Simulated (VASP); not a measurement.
Wanted: the native input for a VASP 6.6.1 run.

```yaml
Task: single point
Functional: PBE
Potentials_or_basis: VASP PAW PBE potentials, release 64 (Mn_pv, Cu)
Cutoff: 520 eV
k_mesh: 24 × 24 × 6
Occupations: gaussian, width 0.1 eV
Spin: collinear spin, ferromagnetic start
Starting_moments: "[3.29, 0.0, 0.0] μB"
Dipole_correction: no
Further_INCAR_settings: ALGO = Normal; EDIFF = 1e-06; NBANDS = 28
```

The structure of MnCu2 lies in POSCAR:

```
MnCu2
1.0
    2.5185821311      0.0000000000      0.0000000000
   -1.2592910655      2.1811561070      0.0000000000
    0.0000000000      0.0000000000      7.3681965988
Mn Cu
1 2
Direct
    0.0000000000      0.0000000000      0.5000000000
    0.0000000000      0.0000000000      0.1679918436
    0.0000000000      0.0000000000      0.8320081564
```

The cell was built from a structure type or drawn by symmetry, and may not be a known phase.

These files were run (other wordings do the same):

INCAR

```
  ALGO = Normal
  EDIFF = 1E-6
  ENCUT = 520
  GGA = PE
  ISIF = 2
  ISMEAR = 0
  ISPIN = 2
  LASPH = T
  LCHARG = F
  LMAXMIX = 4
  LORBIT = 11
  LREAL = F
  LWAVE = F
  MAGMOM = 3.29 0 0
  NBANDS = 28
  NELM = 150
  PREC = Accurate
  SIGMA = 0.1
```

KPOINTS

```
k-points
0
Gamma
  24 24 6
```

Potentials or basis: VASP PAW PBE potentials, release 64 (Mn_pv, Cu).

Launch:

```bash
$ cat potpaw_PBE.64/Mn_pv/POTCAR potpaw_PBE.64/Cu/POTCAR > POTCAR
$ mpirun -np 1 vasp_std > vasp.out
```

Results of the run:

The pressure is 0.5 GPa. The largest force is 0.006 eV/Å and the net moment is 3.14 μB per cell. The site moments are Mn +2.93; Cu +0.05 μB and the valence electrons inside the program's atomic spheres are Mn 11.71; Cu 9.96.

It took 17 min on 1 thread of Oxide Virtual Turin-like Processor (shared host), peak memory 0.45 GiB.
